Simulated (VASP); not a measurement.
# Mo (P6/mmm) in VASP: further runs

The runs below take Mo through single point, relaxation of cell and atoms, with PBEsol+D3(BJ), LDA, PBEsol.

Everything below comes from runs of VASP 6.6.1. Logs are shortened: lines on timing, memory, paths and dates and some standing lists are left out, and cuts for length are marked.

## 1. The cell of the first run

The structure is hexagonal, space group P6/mmm (No. 191). The conventional cell has a = 2.711 Å, b = 2.711 Å, c = 2.483 Å, α = 90.00°, β = 90.00°, γ = 120.00°. Mo (site symmetry 6/mmm) has 8 Mo at 2.48 to 2.71 Å within 3.3 Å.

## 2. Single point, PBEsol+D3(BJ)

Contents of INCAR:

```
ALGO = Normal
EDIFF = 1E-6
ENCUT = 520
GGA = PS
ISIF = 2
ISMEAR = 1
IVDW = 12
LASPH = True
LCHARG = False
LREAL = False
LWAVE = False
NBANDS = 13
NELM = 80
PREC = Accurate
SIGMA = 0.1
```

Contents of KPOINTS:

```
k-points
0
Gamma
  14 14 13
```

Contents of POSCAR:

```
Mo
1.0
    2.7107306557      0.0000000000      0.0000000000
   -1.3553653279      2.3475616107      0.0000000000
    0.0000000000      0.0000000000      2.4834058649
Mo
1
Direct
    0.0000000000      0.0000000000      0.5000000000
```

Potentials or basis: VASP PAW PBE potentials, release 64 (Mo_sv).

Started as:

```
$ cat potpaw_PBE.64/Mo_sv/POTCAR > POTCAR
$ mpirun -np 1 vasp_std > vasp.out
```

OUTCAR:

```text
EDIFF = 1E-6
   ENCUT = 520
   GGA = PS
   ISIF = 2
   ISMEAR = 1
   IVDW = 12
   LASPH = True
   LREAL = False
   NELM = 80
   PREC = Accurate
 IVDW          = 12

 ion  position               nearest neighbor table
   1  0.000  0.000  0.500-

  LATTYP: Found a hexagonal cell.
 ALAT       =     2.7107306557
 C/A-ratio  =     0.9161389235

  Lattice vectors:

 A1 = (   2.7107306557,   0.0000000000,   0.0000000000)
 A2 = (  -1.3553653279,   2.3475616107,   0.0000000000)
 A3 = (   0.0000000000,   0.0000000000,   2.4834058649)

Analysis of symmetry for initial positions (statically):
=====================================================================
 Subroutine PRICEL returns:
 Original cell was already a primitive cell.

 Routine SETGRP: Setting up the symmetry group for a
 hexagonal supercell.

 Subroutine GETGRP returns: Found 24 space group operations
 (whereof 24 operations were pure point group operations)
 out of a pool of 24 trial point group operations.

The static configuration has the point symmetry D_6h.

Analysis of symmetry for dynamics (positions and initial velocities):
=====================================================================
 Subroutine PRICEL returns:
 Original cell was already a primitive cell.

 Routine SETGRP: Setting up the symmetry group for a
 hexagonal supercell.

 Subroutine GETGRP returns: Found 24 space group operations
 (whereof 24 operations were pure point group operations)
 out of a pool of 24 trial point group operations.

The dynamic configuration has the point symmetry D_6h.

 Subroutine INISYM returns: Found 24 space group operations
 (whereof 24 operations are pure point group operations),
 and found     1 'primitive' translations

----------------------------------------------------------------------------------------

                                     Primitive cell

  volume of cell :      15.8034

  direct lattice vectors                    reciprocal lattice vectors
     2.710730656  0.000000000  0.000000000     0.368904228  0.212986955  0.000000000
    -1.355365328  2.347561611  0.000000000     0.000000000  0.425973911  0.000000000
     0.000000000  0.000000000  2.483405865     0.000000000  0.000000000  0.402672803

  length of vectors
     2.710730656  2.710730656  2.483405865     0.425973911  0.425973911  0.402672803

  position of ions in fractional coordinates (direct lattice)
     0.000000000  0.000000000  0.500000000

  ion indices of the primitive-cell ions
   primitive index   ion index
                 1           1

----------------------------------------------------------------------------------------

 KPOINTS: k-points

Automatic generation of k-mesh.
 Grid dimensions read from file:
 generate k-points for:   14   14   13

 Generating k-lattice:

  Cartesian coordinates                     Fractional coordinates (reciprocal lattice)
     0.026350302  0.015213354  0.000000000     0.071428571  0.000000000  0.000000000
     0.000000000  0.030426708  0.000000000     0.000000000  0.071428571  0.000000000
     0.000000000  0.000000000  0.030974831     0.000000000  0.000000000  0.076923077

  Length of vectors
     0.030426708  0.030426708  0.030974831

  Shift w.r.t. Gamma in fractional coordinates (k-lattice)
     0.000000000  0.000000000  0.000000000

 Subroutine IBZKPT returns following result:
 ===========================================

 Found    168 irreducible k-points:

 Following reciprocal coordinates:
            Coordinates               Weight
  0.000000  0.000000  0.000000      1.000000
  0.071429  0.000000  0.000000      6.000000
  0.142857  0.000000  0.000000      6.000000
  0.214286  0.000000  0.000000      6.000000
  0.285714  0.000000  0.000000      6.000000
  0.357143 -0.000000  0.000000      6.000000
[... 16 lines left out ...]
  0.285714  0.285714  0.000000      6.000000
  0.357143  0.285714  0.000000      6.000000
 [... further k-points ...]
   k-points           NKPTS =    168   k-points in BZ     NKDIM =    168   number of bands    NBANDS=     13
   number of dos      NEDOS =    301   number of ions     NIONS =      1
   total plane-waves  NPLWV =   7200
   dimension x,y,z NGX =    20 NGY =   20 NGZ =   18
   dimension x,y,z NGXF=    40 NGYF=   40 NGZF=   36
   ions per type =               1
   NGX,Y,Z   is equivalent  to a cutoff of  12.27, 12.27, 12.05 a.u.
   NGXF,Y,Z  is equivalent  to a cutoff of  24.53, 24.53, 24.10 a.u.
 SYSTEM =  unknown system
   PREC   = accura    normal or accurate (medium, high low for compatibility)
   ISTART =      0    job   : 0-new  1-cont  2-samecut
   ICHARG =      2    charge: 1-file 2-atom 10-const
   ISPIN  =      1    spin polarized calculation?
   LNONCOLLINEAR =      F non collinear calculations
   LSORBIT =      F    spin-orbit coupling
   LASPH  =      T    aspherical Exc in radial PAW
   ENCUT  =  520.0 eV  38.22 Ry    6.18 a.u.   5.04  5.04  4.62*2*pi/ulx,y,z
   NELM   =     80;   NELMIN=  2; NELMDL= -5     # of ELM steps
   EDIFF  = 0.1E-05   stopping-criterion for ELM
   LREAL  =      F    real-space projection
   EDIFFG = 0.1E-04   stopping-criterion for IOM
   NSW    =      0    number of steps for IOM
   IBRION =     -1    ionic relax: 0-MD 1-quasi-New 2-CG
   NFREE  =      0    steps in history (QN), initial steepest desc. (CG)
   ISIF   =      2    stress and relaxation
   ISYM   =      2    0-nonsym 1-usesym 2-fastsym
   POTIM  = 0.5000    time-step for ionic-motion
   TEBEG  =    0.0;   TEEND  =   0.0 temperature during run
   PSTRESS=    0.0 pullay stress
   NELECT =      14.0000    total number of electrons
   NUPDOWN=      -1.0000    fix difference up-down
   EMIN   =  10.00;   EMAX   =-10.00  energy-range for DOS
   EFERMI =   0.00;   METHOD = LEGACY
   ISMEAR =     1;   SIGMA  =   0.10  broadening in eV -4-tet -1-fermi 0-gaus
   EFERMI_NEDOS =   21; number of points for ismear=-14 and -15
   IALGO  =     38    algorithm
   IMIX   =      4    mixing-type and parameters
     AMIX     =   0.40;   BMIX     =  1.00
     AMIX_MAG =   1.60;   BMIX_MAG =  1.00
  volume/ion in A,a.u.               =      15.80       106.65
  Fermi-wavevector in a.u.,A,eV,Ry     =   1.572294  2.971205 33.635087  2.472109
  Thomas-Fermi vector in A             =   2.673750
   LORBIT       =      0    0 simple, 1 ext, 2 COOP (PROOUT), +10 PAW based schemes
   GGA     = PS    functional components
   LHFCALC =     F    Hartree Fock is set to
   AEXX    =    0.0000 exact exchange contribution
   IVDW    =    12    specifies the selected vdW correction
   LEPSILON=     F    determine dielectric tensor
   LRPA    =     F    only Hartree local field effects (RPA)
 non-spin polarized calculation
 Methfessel and Paxton  Order N= 1 SIGMA  =   0.10
  energy-cutoff  :      520.00
  volume of cell :       15.80
 maximum number of plane-waves:       436
   NGX = 11   NGY = 11   NGZ =  9

 number of electron      14.0000000 magnetization

 Free energy of the ion-electron system (eV)
  ---------------------------------------------------
  ext. energy  EPLUGINS =         0.00000000
  ---------------------------------------------------
  free energy    TOTEN  =       -10.85510673 eV

  energy without entropy =      -10.85485820  energy(sigma->0) =      -10.85502388

 E-fermi :  11.9971     XC(G=0): -13.3781

 val. band max:       11.9832682367   @ k =   0.4286   0.0714   0.2308
 cond. band min:      11.9972254189   @ k =   0.2857   0.2857   0.2308
 fundamental gap:      0.0139571823
 Fermi energy:        11.9971436144

 k-point     1 :       0.0000    0.0000    0.0000
  band No.  band energies     occupation
      1     -48.8292      2.00000
      2     -22.0609      2.00000
      3     -22.0609      2.00000
      4     -21.8339      2.00000
      5       5.1782      2.00000
      6       7.5389      2.00000
      7      11.1204      2.00000
      8      11.1204      2.00000
      9      16.6277      0.00000
     10      16.6277      0.00000
     11      25.0182      0.00000
     12      28.8043      0.00000
     13      32.9640      0.00000

 k-point     2 :       0.0714    0.0000    0.0000
  band No.  band energies     occupation
      1     -48.8169      2.00000
      2     -22.1415      2.00000
      3     -22.0788      2.00000
      4     -21.8258      2.00000
      5       5.3871      2.00000
      6       7.6244      2.00000
      7      10.9113      2.00000
      8      11.3125      2.00000
      9      16.4077      0.00000
     10      16.5913      0.00000
     11      25.5035      0.00000
     12      29.2145      0.00000
     13      31.9426      0.00000

 k-point     3 :       0.1429    0.0000    0.0000
  band No.  band energies     occupation
      1     -48.7824      2.00000
      2     -22.3639      2.00000
      3     -22.1287      2.00000
      4     -21.8028      2.00000
      5       5.9528      2.00000
      6       7.8667      2.00000
      7      10.4372      2.00000
      8      11.8758      2.07087
      9      15.8456      0.00000
     10      16.4908      0.00000
     11      26.7230      0.00000
     12      30.1245      0.00000
     13      30.3209      0.00000
[... 305 lines left out ...]
 k-point    23 :       0.2857    0.2857    0.0000
  band No.  band energies     occupation
      1     -48.5533      2.00000
      2     -23.2880      2.00000
      3     -22.8996      2.00000
      4     -21.6518      2.00000
      5       8.8988      2.00000
      6       9.3155      2.00000
      7      10.3851      2.00000
      8      14.0065      0.00000
      9      14.8255      0.00000
     10      19.1678      0.00000
     11      21.4706      0.00000
     12      22.4351      0.00000
     13      31.6882      0.00000

 k-point    24 :       0.3571    0.2857    0.0000
  band No.  band energies     occupation
      1     -48.5452      2.00000
      2     -23.2383      2.00000
      3     -23.0087      2.00000
      4     -21.6465      2.00000
      5       8.9680      2.00000
      6       9.4891      2.00000
      7      10.4395      2.00000
      8      14.1164      0.00000
      9      14.5940      0.00000
     10      20.0360      0.00000
     11      20.9251      0.00000
     12      21.6029      0.00000
     13      32.4763      0.00000

 [... further k-points ...]

------------------------ aborting loop because EDIFF is reached ----------------------------------------

 Edisp (eV)   -0.69696

 E8    (eV) :    -0.4852

  FORCE on cell =-STRESS in cart. coord.  units (eV):
  Direction    XX          YY          ZZ          XY          YZ          ZX
  --------------------------------------------------------------------------------------
  -------------------------------------------------------------------------------------
  Total       0.05481     0.05481     0.09826    -0.00000    -0.00000     0.00000
  in kB       5.55636     5.55636     9.96182    -0.00000    -0.00000     0.00000
  external pressure =        7.02 kB  Pullay stress =        0.00 kB

 VOLUME and BASIS-vectors are now :
 -----------------------------------------------------------------------------
  energy-cutoff  :      520.00
  volume of cell :       15.80
      direct lattice vectors                 reciprocal lattice vectors
     2.710730656  0.000000000  0.000000000     0.368904228  0.212986955  0.000000000
    -1.355365328  2.347561611  0.000000000     0.000000000  0.425973911  0.000000000
     0.000000000  0.000000000  2.483405865     0.000000000  0.000000000  0.402672803

 POSITION                                       TOTAL-FORCE (eV/Angst)
 -----------------------------------------------------------------------------------
      0.00000      0.00000      1.24170        -0.000000      0.000000      0.000000
 -----------------------------------------------------------------------------------
    total drift:                                0.000000      0.000000      0.000000

  FREE ENERGIE OF THE ION-ELECTRON SYSTEM (eV)
  ---------------------------------------------------
  free  energy   TOTEN  =       -11.5520680925 eV

  energy  without entropy=      -11.5518195594  energy(sigma->0) =      -11.55198525
```

It took 9.5 s on 1 thread of Intel Xeon 6975P-C (Granite Rapids), shared host; peak memory 0.15 GiB.

Results:

- Free energy: -11.5521 eV
- Pressure: 0.7 GPa
- Band gap on the k mesh: zero (band 7 reaches 13.21 eV, above the bottom of band 8 at 11.12 eV)
- Dispersion energy per atom: -0.697 eV

Levels at points of the mesh, in eV from the Fermi level:
| k point | band 4 | band 5 | band 6 | band 7 | band 8 | band 9 | band 10 | band 11 |
| --- | --- | --- | --- | --- | --- | --- | --- | --- |
| (0.00, 0.00, 0.00) | -33.83 | -6.82 | -4.46 | -0.88 | -0.88 | 4.63 | 4.63 | 13.02 |
| (0.50, 0.00, 0.00) | -33.66 | -5.05 | -3.23 | 1.22 | 1.44 | 3.94 | 4.71 | 10.70 |

Caveat: the PAW data sets were made with another functional, which shifts forces and pressure a little; pairwise dispersion overbinds metals, which lowers pressure and volume.

## 3. Single point, LDA

This run uses another cell than the first one, of 15.98 Å³/atom, 1.011 times its volume.

Contents of INCAR:

```
  PREC = Accurate
  ENCUT = 520
  EDIFF = 1E-6
  ISMEAR = 1
  SIGMA = 0.1
  LREAL = False
  LASPH = True
  NELM = 60
  ALGO = Normal
  ISIF = 2
  LWAVE = False
  LCHARG = True
  GGA = CA
  LELF = True
  LVHAR = True
  NBANDS = 13
```

Contents of KPOINTS:

```
Automatic mesh
0
Gamma
  14 14 13
```

Contents of POSCAR:

```
Mo
1.0
    2.7218280545      0.0000000000      0.0000000000
   -1.3609140272      2.3571722399      0.0000000000
    0.0000000000      0.0000000000      2.4899844838
Mo
1
Direct
    0.0000000000      0.0000000000      0.5000000000
```

Potentials or basis: VASP PAW LDA potentials, release 64 (Mo_sv).

Started as:

```
$ cat potpaw_LDA.64/Mo_sv/POTCAR > POTCAR
$ mpirun -np 1 vasp_std > vasp.out
```

Wall time 9.9 s (1 thread of Intel Xeon 6975P-C (Granite Rapids), shared host); peak memory 0.14 GiB.

It converged, with:

- Free energy: -11.2356 eV
- Pressure: 1.1 GPa
- Band gap on the k mesh: zero (band 7 reaches 13.07 eV, above the bottom of band 8 at 10.95 eV)

Stress tensor (GPa, compression positive):
```
0.90 0.00 0.00
0.00 0.90 0.00
0.00 0.00 1.36
```

Levels at points of the mesh, in eV from the Fermi level:
| k point | band 5 | band 6 | band 7 | band 8 | band 9 | band 10 |
| --- | --- | --- | --- | --- | --- | --- |
| (0.00, 0.00, 0.00) | -6.73 | -4.39 | -0.86 | -0.86 | 4.55 | 4.55 |
| (0.50, 0.00, 0.00) | -4.97 | -3.20 | 1.26 | 1.43 | 3.88 | 4.63 |

## 4. Single point, PBEsol

This run uses another cell than the first one, of 16.30 Å³/atom, 1.032 times its volume.

Contents of INCAR:

```
SYSTEM = Mo
PREC     = Accurate       ! precision mode
ENCUT    = 520            ! plane-wave cutoff, eV
EDIFF    = 1E-7           ! SCF threshold, eV
ISMEAR   = 1              ! smearing method
SIGMA    = 0.1            ! smearing width, eV
LREAL    = .False.        ! projectors in reciprocal space
LASPH    = .True.         ! aspherical terms in the spheres
NELM     = 60             ! most SCF steps
ALGO     = Normal         ! electronic algorithm
ISIF     = 2              ! what is computed and relaxed
LWAVE    = .False.        ! write WAVECAR
LCHARG   = .False.        ! write CHGCAR
GGA      = PS             ! functional
NBANDS   = 13             ! bands
```

Contents of KPOINTS:

```
regular mesh
0
Gamma
  14 14 13
  0 0 0
```

Contents of POSCAR:

```
Mo
1.0
    2.7351970183      0.0000000000      0.0000000000
   -1.3675985092      2.3687501022      0.0000000000
    0.0000000000      0.0000000000      2.5163703641
Mo
1
Direct
    0.0000000000      0.0000000000      0.5000000000
```

Potentials or basis: VASP PAW PBE potentials, release 64 (Mo_sv).

Started as:

```
$ cat potpaw_PBE.64/Mo_sv/POTCAR > POTCAR
$ mpirun -np 1 vasp_std > vasp.out
```

Run time: 9.6 s. Hardware: 1 thread of Intel Xeon 6975P-C (Granite Rapids), shared host; peak memory 0.15 GiB.

The run converged. Its results:

| Quantity | Value |
| --- | --- |
| Free energy | -10.8684 eV |
| Pressure | 0.6 GPa |
| Band gap on the k mesh | zero (band 7 reaches 12.66 eV, above the bottom of band 8 at 10.70 eV) |

Stress tensor (GPa, compression positive):
```
0.52 0.00 0.00
0.00 0.52 0.00
0.00 0.00 0.62
```

Levels at points of the mesh, in eV from the Fermi level:
| k point | band 4 | band 5 | band 6 | band 7 | band 8 | band 9 | band 10 | band 11 |
| --- | --- | --- | --- | --- | --- | --- | --- | --- |
| (0.00, 0.00, 0.00) | -33.93 | -6.73 | -4.28 | -0.82 | -0.82 | 4.41 | 4.41 | 13.03 |
| (0.50, 0.00, 0.00) | -33.78 | -4.87 | -3.11 | 1.14 | 1.34 | 3.75 | 4.55 | 10.33 |

Caveat: the PAW data sets were made with another functional, which shifts forces and pressure a little.

## 5. Relaxation of cell and atoms, PBEsol+D3(BJ)

This run uses another cell than the first one, of 16.56 Å³/atom, 1.048 times its volume.

Contents of INCAR:

```
  ALGO = Normal
  EDIFF = 1E-6
  EDIFFG = -0.03
  ENCUT = 600
  GGA = PS
  IBRION = 2
  ISIF = 3
  ISMEAR = 1
  IVDW = 12
  LASPH = T
  LCHARG = F
  LREAL = F
  LWAVE = F
  NELM = 100
  NSW = 80
  PREC = Accurate
  SIGMA = 0.1
```

Contents of KPOINTS:

```
k-points
0
Gamma
  14 14 13
```

Contents of POSCAR:

```
Mo
1.0
    2.7355100000      0.0000000000      0.0000000000
   -1.3677550000      2.3690210000      0.0000000000
    0.0000000000      0.0000000000      2.5551810000
Mo
1
Direct
    0.0000000000      0.0000000000      0.5000000000
```

Started as:

```
$ cat potpaw_PBE.64/Mo_sv/POTCAR > POTCAR
$ mpirun -np 1 vasp_std > vasp.out
```

Run time: 32 s. Hardware: 1 thread of Intel Xeon 6975P-C (Granite Rapids), shared host; peak memory 0.18 GiB.

The run converged. Its results:

```
Free energy                            : -11.5530 eV
Relaxed volume                         : 15.86 Å³/atom
Relaxed cell                           : a = 2.712 Å, b = 2.712 Å, c = 2.490 Å, α = 90.00°, β = 90.00°, γ = 120.00°
Space group after relaxing (to 0.05 Å) : P6/mmm (No. 191)
Energy gained by relaxing              : 24.0 meV/atom
Ionic steps                            : 5
Pressure after relaxing                : -0.3 GPa
Band gap on the k mesh                 : zero (band 7 reaches 13.15 eV, above the bottom of band 8 at 11.07 eV)
Dispersion energy per atom             : -0.694 eV
```

Step by step:
```tsv
step	energy change (eV)	largest force (eV/Å)	pressure (GPa)	volume (Å³)
1	0.0000	0.0000	-9.58	16.56
2	0.1109	0.0000	30.25	14.30
3	-0.0232	0.0000	0.15	15.85
4	-0.0232	0.0000	0.34	15.84
5	-0.0240	0.0000	-0.26	15.86
```

Final structure:
```
Mo
1.0
     2.71219    0.00000    0.00000
    -1.35609    2.34882    0.00000
     0.00000    0.00000    2.49023
Mo
1
Cartesian
  0.0000 0.0000 1.2451
```

Levels at points of the mesh, in eV from the Fermi level:
```tsv
k point	band 5	band 6	band 7	band 8	band 9	band 10
(0.00, 0.00, 0.00)	-6.81	-4.43	-0.87	-0.87	4.60	4.60
(0.50, 0.00, 0.00)	-5.03	-3.20	1.21	1.40	3.91	4.71
```

Caveat: the PAW data sets were made with another functional, which shifts forces and pressure a little; pairwise dispersion overbinds metals, which lowers pressure and volume.

(Part 1 of 2 ends here.)
